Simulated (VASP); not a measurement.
# NaCl (Imm2) in VASP: further runs, part 2 of 2

VASP 6.6.1. The steps go on from the part before.

### 3 Single point, PBEsol (all Cl atoms moved +0.113 Å, as atom 2 along Cartesian [1 -1 0])

INCAR reads:

```
PREC     = Accurate       # precision mode
ENCUT    = 520            # plane-wave cutoff, eV
EDIFF    = 1E-7           # SCF threshold, eV
ISMEAR   = 0              # smearing method
SIGMA    = 0.05           # smearing width, eV
LREAL    = False          # projectors in reciprocal space
LASPH    = True           # aspherical terms in the spheres
NELM     = 100            # most SCF steps
ALGO     = Normal         # electronic algorithm
ISIF     = 2              # what is computed and relaxed
LWAVE    = False          # write WAVECAR
LCHARG   = False          # write CHGCAR
GGA      = PS             # functional
NBANDS   = 14             # bands
```

KPOINTS reads:

```
Automatic mesh
0
Gamma
  8 8 8
```

POSCAR reads:

```
NaCl
1.0
    0.0000000000      2.8317500000      2.8317500000
    2.8317500000      0.0000000000      2.8317500000
    2.8317500000      2.8317500000      0.0000000000
Na Cl
1 1
Direct
    0.0000000000      0.0000000000      0.0000000000
    0.4719080029      0.5280919971      0.5000000000
```

Potentials or basis: VASP PAW PBE potentials, release 64 (Na_pv, Cl).

Launch:

```console
$ cat potpaw_PBE.64/Na_pv/POTCAR potpaw_PBE.64/Cl/POTCAR > POTCAR
$ mpirun -np 1 vasp_std > vasp.out
```

OUTCAR:

```text
PREC = Accurate
   ENCUT = 520
   EDIFF = 1E-7
   ISMEAR = 0
   LREAL = False
   LASPH = True
   NELM = 100
   ISIF = 2
   GGA = PS

 ion  position               nearest neighbor table
   1  0.000  0.000  0.000-
   2  0.472  0.528  0.500-

  LATTYP: Found a face centered cubic cell.
 ALAT       =     5.6635000000

  Lattice vectors:

 A1 = (   0.0000000000,   2.8317500000,   2.8317500000)
 A2 = (   2.8317500000,   0.0000000000,   2.8317500000)
 A3 = (   2.8317500000,   2.8317500000,   0.0000000000)

[... 581 lines left out ...]
      7      -1.1250      2.00000
      8       6.5757      0.00000
      9       9.1072      0.00000
     10       9.5201      0.00000
     11      10.2917      0.00000
     12      13.4125      0.00000
     13      14.8566      0.00000
     14      15.0267      0.00000

 [... further k-points ...]
[... 5 lines left out ...]
  --------------------------------------------------------------------------------------
  -------------------------------------------------------------------------------------
  Total       -0.1602883     -0.1602883     -0.2255881      0.0131330      0.0000000      0.0000000
  in kB       -5.6548045     -5.6548045     -7.9585154      0.4633179      0.0000000      0.0000000
  external PRESSURE =      -6.4227081 kB  Pullay stress =       0.0000000 kB

 VOLUME and BASIS-vectors are now :
 -----------------------------------------------------------------------------
  energy-cutoff  :      520.00
  volume of cell :       45.41
      direct lattice vectors                 reciprocal lattice vectors
     0.000000000  2.831750000  2.831750000    -0.176569259  0.176569259  0.176569259
     2.831750000  0.000000000  2.831750000     0.176569259 -0.176569259  0.176569259
     2.831750000  2.831750000  0.000000000     0.176569259  0.176569259 -0.176569259

 POSITION                                       TOTAL-FORCE (eV/Angst)
 -----------------------------------------------------------------------------------
      0.00000      0.00000      0.00000         0.098599     -0.098599      0.000000
      2.91130      2.75220      2.83175        -0.098599      0.098599      0.000000
 -----------------------------------------------------------------------------------
    total drift:                               -0.000079      0.000079      0.000000

  FREE ENERGIE OF THE ION-ELECTRON SYSTEM (eV)
  ---------------------------------------------------
  free  energy   TOTEN  =        -6.9873820114 eV

  energy  without entropy=       -6.9873820114  energy(sigma->0) =       -6.98738201
```

OSZICAR:

```text
N       E                     dE             d eps       ncg     rms          rms(c)
DAV:   1     0.101229879116E+03    0.10123E+03   -0.70691E+03  2666   0.100E+03
DAV:   2     0.125864601443E+01   -0.99971E+02   -0.91922E+02  2912   0.273E+02
DAV:   3    -0.701715673449E+01   -0.82758E+01   -0.82238E+01  3452   0.721E+01
DAV:   4    -0.715274554795E+01   -0.13559E+00   -0.13552E+00  3170   0.100E+01
DAV:   5    -0.715572780331E+01   -0.29823E-02   -0.29821E-02  3486   0.151E+00    0.191E+00
DAV:   6    -0.699435311276E+01    0.16137E+00   -0.26493E-01  3350   0.351E+00    0.136E+00
DAV:   7    -0.698367460668E+01    0.10679E-01   -0.63250E-02  3672   0.163E+00    0.927E-01
DAV:   8    -0.698745365359E+01   -0.37790E-02   -0.80173E-03  3002   0.801E-01    0.281E-01
DAV:   9    -0.698734529907E+01    0.10835E-03   -0.20841E-04  3422   0.109E-01    0.174E-01
DAV:  10    -0.698739487473E+01   -0.49576E-04   -0.31801E-04  3122   0.109E-01    0.660E-02
DAV:  11    -0.698738246983E+01    0.12405E-04   -0.23705E-05  3476   0.351E-02    0.179E-02
DAV:  12    -0.698738184069E+01    0.62914E-06   -0.27679E-06  3236   0.104E-02    0.149E-03
DAV:  13    -0.698738215387E+01   -0.31318E-06   -0.11229E-07  3386   0.221E-03    0.318E-03
DAV:  14    -0.698738201838E+01    0.13549E-06   -0.95044E-08  3200   0.221E-03    0.485E-04
DAV:  15    -0.698738201143E+01    0.69531E-08   -0.31428E-09  1846   0.386E-04
   1 F= -.69873820E+01 E0= -.69873820E+01  d E =-.310932E-20
```

Run time: 77 s. Hardware: 1 thread of AMD EPYC 7R43 (Zen 3), shared host; peak memory 0.16 GiB.

Results:

```yaml
Free_energy: -6.9874 eV
Pressure: -0.6 GPa
Largest_force: 0.139 eV/Å
Band_gap_on_the_k_mesh: 4.89 eV, direct
```

Forces in eV/Å, atoms in the order of the input:
```
Na   0.099 -0.099  0.000
Cl  -0.099  0.099  0.000
```

Levels at points of the mesh, in eV from the valence-band top:
```tsv
k point	band 3	band 4	band 5	band 6	band 7	band 8	band 9	band 10	band 11	band 12
(0.00, 0.00, 0.00)	-20.67	-12.62	-0.01	0.00	0.00	4.89	10.98	10.99	11.00	13.20
(0.50, 0.00, 0.00)	-20.67	-12.28	-1.93	-0.27	-0.26	7.06	10.38	10.84	10.86	14.74
(0.00, 0.00, 0.50)	-20.67	-12.28	-1.93	-0.26	-0.26	7.06	10.35	10.83	10.90	14.72
(0.50, 0.50, 0.00)	-20.68	-12.24	-1.67	-0.60	-0.60	7.40	7.91	11.05	14.49	14.53
(0.00, 0.50, 0.50)	-20.68	-12.23	-1.67	-0.60	-0.60	7.40	7.91	11.05	14.51	14.52
```

Caveat: the cell differs from its parent crystal (all Cl atoms moved +0.113 Å, as atom 2 along Cartesian [1 -1 0]); the PAW data sets were made with another functional, which shifts forces and pressure a little. A k mesh can miss the band edges.

### 4 Single point, PBEsol (all Cl atoms moved +0.037 Å, as atom 2 along Cartesian [1 -1 0])

INCAR reads:

```
PREC = Accurate ; ENCUT = 520
EDIFF = 1E-7 ; ISMEAR = 0
SIGMA = 0.05 ; LREAL = F
LASPH = T ; NELM = 100
ALGO = Normal ; ISIF = 2
LWAVE = F ; LCHARG = F
GGA = PS ; NBANDS = 14
```

KPOINTS reads:

```
regular mesh
0
Gamma
  8 8 8
```

Changes to POSCAR since step 3:

```diff
@@ -9,2 +9,2 @@
     0.0000000000      0.0000000000      0.0000000000
-    0.4719080029      0.5280919971      0.5000000000
+    0.4906360010      0.5093639990      0.5000000000
```

Potentials or basis: VASP PAW PBE potentials, release 64 (Na_pv, Cl).

Launch:

```console
$ cat potpaw_PBE.64/Na_pv/POTCAR potpaw_PBE.64/Cl/POTCAR > POTCAR
$ mpirun -np 1 vasp_std > vasp.out
```

OUTCAR:

```text
PREC = Accurate
   ENCUT = 520
   EDIFF = 1E-7
   ISMEAR = 0
   LREAL = F
   LASPH = T
   NELM = 100
   ISIF = 2
   GGA = PS

 ion  position               nearest neighbor table
   1  0.000  0.000  0.000-
   2  0.491  0.509  0.500-

  LATTYP: Found a face centered cubic cell.
 ALAT       =     5.6635000000

  Lattice vectors:

 A1 = (   0.0000000000,   2.8317500000,   2.8317500000)
 A2 = (   2.8317500000,   0.0000000000,   2.8317500000)
 A3 = (   2.8317500000,   2.8317500000,   0.0000000000)

Analysis of symmetry for initial positions (statically):
=====================================================================
 Subroutine PRICEL returns:
 Original cell was already a primitive cell.

 Routine SETGRP: Setting up the symmetry group for a
 face centered cubic supercell.

 Subroutine GETGRP returns: Found  4 space group operations
 (whereof  4 operations were pure point group operations)
 out of a pool of 48 trial point group operations.

The static configuration has the point symmetry C_2v.

Analysis of symmetry for dynamics (positions and initial velocities):
[... 166 lines left out ...]

 k-point     1 :       0.0000    0.0000    0.0000
  band No.  band energies     occupation
      1     -21.5306      2.00000
      2     -21.5305      2.00000
      3     -21.5305      2.00000
      4     -13.4720      2.00000
      5      -0.8569      2.00000
      6      -0.8563      2.00000
      7      -0.8563      2.00000
      8       4.0311      0.00000
      9      10.1288      0.00000
     10      10.1296      0.00000
     11      10.1308      0.00000
     12      12.3339      0.00000
     13      12.3352      0.00000
     14      13.6883      0.00000
[... 377 lines left out ...]
      1     -21.5557      2.00000
      2     -21.5353      2.00000
      3     -21.5326      2.00000
      4     -13.1480      2.00000
      5      -2.6026      2.00000
      6      -1.3351      2.00000
      7      -1.1199      2.00000
      8       6.5726      0.00000
      9       9.1252      0.00000
     10       9.5014      0.00000
     11      10.2888      0.00000
     12      13.4131      0.00000
     13      14.8776      0.00000
     14      15.0295      0.00000

 [... further k-points ...]
[... 5 lines left out ...]
  --------------------------------------------------------------------------------------
  -------------------------------------------------------------------------------------
  Total       -0.2122833     -0.2122833     -0.2194689      0.0014331      0.0000000      0.0000000
  in kB       -7.4891371     -7.4891371     -7.7426376      0.0505587      0.0000000      0.0000000
  external PRESSURE =      -7.5736373 kB  Pullay stress =       0.0000000 kB

 VOLUME and BASIS-vectors are now :
 -----------------------------------------------------------------------------
  energy-cutoff  :      520.00
  volume of cell :       45.41
      direct lattice vectors                 reciprocal lattice vectors
     0.000000000  2.831750000  2.831750000    -0.176569259  0.176569259  0.176569259
     2.831750000  0.000000000  2.831750000     0.176569259 -0.176569259  0.176569259
     2.831750000  2.831750000  0.000000000     0.176569259  0.176569259 -0.176569259

 POSITION                                       TOTAL-FORCE (eV/Angst)
 -----------------------------------------------------------------------------------
      0.00000      0.00000      0.00000         0.032429     -0.032429      0.000000
      2.85827      2.80523      2.83175        -0.032429      0.032429      0.000000
 -----------------------------------------------------------------------------------
    total drift:                               -0.000029      0.000029      0.000000

  FREE ENERGIE OF THE ION-ELECTRON SYSTEM (eV)
  ---------------------------------------------------
  free  energy   TOTEN  =        -6.9943042741 eV

  energy  without entropy=       -6.9943042741  energy(sigma->0) =       -6.99430427
```

Wall time 69 s (1 thread of AMD EPYC 7R43 (Zen 3), shared host); peak memory 0.16 GiB.

What came out:

```
Free energy            : -6.9943 eV
Pressure               : -0.8 GPa
Largest force          : 0.046 eV/Å
Band gap on the k mesh : 4.89 eV, direct
```

Forces in eV/Å, atoms in the order of the input:
```
Na   0.032 -0.032  0.000
Cl  -0.032  0.032  0.000
```

Caveat: the cell differs from its parent crystal (all Cl atoms moved +0.037 Å, as atom 2 along Cartesian [1 -1 0]); the PAW data sets were made with another functional, which shifts forces and pressure a little. A k mesh can miss the band edges.
